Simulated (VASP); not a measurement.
Set up this calculation in VASP 6.6.1, as the native input.

```yaml
Task: single point
Functional: PBE
Potentials_or_basis: VASP PAW PBE potentials, release 64 (Cu, O)
Cutoff: 520 eV
k_mesh: 4 × 4 × 4
Occupations: methfessel-paxton, width 0.1 eV
Spin: no spin polarisation
Dipole_correction: no
Further_INCAR_settings: LREAL = Auto; ALGO = Normal; EDIFF = 1e-07; NBANDS = 105
```

The structure of Cu16O (a cell with a defect) lies in POSCAR:

```
Cu16O
1.0
   -3.6303500600      3.6303500600      3.6303500600
    3.6303500600     -3.6303500600      3.6303500600
    3.6303500600      3.6303500600     -3.6303500600
Cu O
16 1
Direct
    0.0410149152      0.0344696787      0.0355675067
    0.0059645763      0.2409954923      0.7435152135
   -0.0114006912      0.4853366675      0.4863419425
    0.0061567066      0.7424804648      0.2418835609
    0.2457083987     -0.0002286281      0.7433190892
    0.2510351578      0.2440253654      0.4998517967
    0.2511107703      0.4988443181      0.2450900010
    0.2456411876      0.7422981133      0.0007744432
    0.4940104867     -0.0159820676      0.4881596735
    0.5054217829      0.2425427260      0.2435588815
    0.4938135360      0.4869942212     -0.0151477128
    0.4481401168      0.7429399246      0.7441234193
    0.7493923327     -0.0014242428      0.2413745191
    0.7494127164      0.2404258503     -0.0005722589
    0.7491962084      0.4466175364      0.7427571599
    0.7493567989      0.7417050575      0.4472214726
    0.7407008844      0.7391842262      0.7398520682
```

One way to write it, as run:

INCAR

```
SYSTEM = Cu16O
PREC = Accurate ; ENCUT = 520
EDIFF = 1E-7 ; ISMEAR = 1
SIGMA = 0.1 ; LREAL = Auto
LASPH = .True. ; NELM = 60
ALGO = Normal ; ISIF = 2
LWAVE = .False. ; LCHARG = .True.
GGA = PE ; LELF = .True.
LVHAR = .True. ; NBANDS = 105
```

KPOINTS

```
Automatic mesh
0
Gamma
  4 4 4
  0 0 0
```

Potentials or basis: VASP PAW PBE potentials, release 64 (Cu, O).

Run with:

```console
$ cat potpaw_PBE.64/Cu/POTCAR potpaw_PBE.64/O/POTCAR > POTCAR
$ mpirun -np 1 vasp_std > vasp.out
```

Results of the run:

```json
{"Pressure": "11.3 GPa", "Largest force": "0.084 eV/Å", "Band gap on the k mesh": "zero (bands 91 and 92 overlap by 1.14 eV)"}
```

Run time: 56 min on 1 thread of Oxide Virtual Turin-like Processor, on a shared host, peak memory 0.58 GiB.
